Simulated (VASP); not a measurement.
Crystal: TaN.

```
CELL_PARAMETERS angstrom
3.39912 0.00000 0.00000
0.00000 3.39912 0.00000
0.00000 0.00000 4.97696
ATOMIC_POSITIONS crystal
Ta 0.00000 0.00000 0.00000
Ta 0.50000 0.50000 0.00000
N 0.50000 0.00000 0.26700
N 0.00000 0.50000 0.73300
```

```yaml
Program: VASP 6.6.1
Task: relaxation of cell and atoms
Functional: LDA
Potentials_or_basis: VASP PAW LDA potentials, release 64 (Ta_pv, N)
Cutoff: 600 eV
k_mesh: 8 × 8 × 6
Occupations: fermi-dirac, width 0.05 eV
Spin: no spin polarisation
Hubbard_terms: Ta d U = 1.0 eV
```

At the start: pressure 30.0 GPa; volume 14.38 Å³/atom.

Problem. Where does the relaxation end?

Solution. Over 42 steps the energy falls by 1758.0 meV/atom and the volume is 12.90 Å³/atom (-10.2 %); space group P4/mmm (No. 123, to 0.05 Å).

The path:
```tsv
step	energy change (eV)	largest force (eV/Å)	pressure (GPa)	volume (Å³)
1	0.0000	3.1670	30.01	57.50
3	-2.5993	4.0393	-19.11	68.95
5	-4.5652	1.2320	-0.05	59.51
7	-5.8266	0.0692	48.31	44.74
9	-6.2232	0.7709	29.69	45.11
11	-6.7272	0.9681	0.63	49.97
13	-6.7671	0.9037	-0.15	50.60
15	-6.8235	0.7300	2.02	51.19
17	-6.8609	0.5784	-3.63	52.90
19	-6.9746	0.3451	1.93	52.10
21	-7.0022	0.0265	5.09	51.50
23	-7.0252	0.1249	0.26	51.86
25	-7.0266	0.1050	0.24	51.85
27	-7.0309	0.0420	-0.94	51.83
29	-7.0317	0.0128	-0.08	51.71
31	-7.0318	0.0150	-0.03	51.65
33	-7.0318	0.0156	-0.14	51.63
35	-7.0318	0.0154	-0.09	51.63
37	-7.0319	0.0136	0.09	51.59
39	-7.0319	0.0122	0.07	51.59
41	-7.0319	0.0077	0.03	51.59
42	-7.0319	0.0019	-0.07	51.62
```

Final structure:
```cif
data_structure
_symmetry_space_group_name_H-M 'P 1'
_symmetry_Int_Tables_number 1
_cell_length_a 4.1489
_cell_length_b 4.1489
_cell_length_c 2.9988
_cell_angle_alpha 90.000
_cell_angle_beta 90.000
_cell_angle_gamma 90.000
_cell_volume 51.62
loop_
_atom_site_label
_atom_site_type_symbol
_atom_site_fract_x
_atom_site_fract_y
_atom_site_fract_z
_atom_site_occupancy
Ta1 Ta 0.00000 0.00000 0.00000 1
Ta2 Ta 0.50000 0.50000 0.00000 1
N1 N 0.50000 0.00000 0.00017 1
N2 N 0.00000 0.50000 0.99983 1
```

Caveat: the electronic state changed during the relaxation; U without spin polarisation on a metal has little footing.
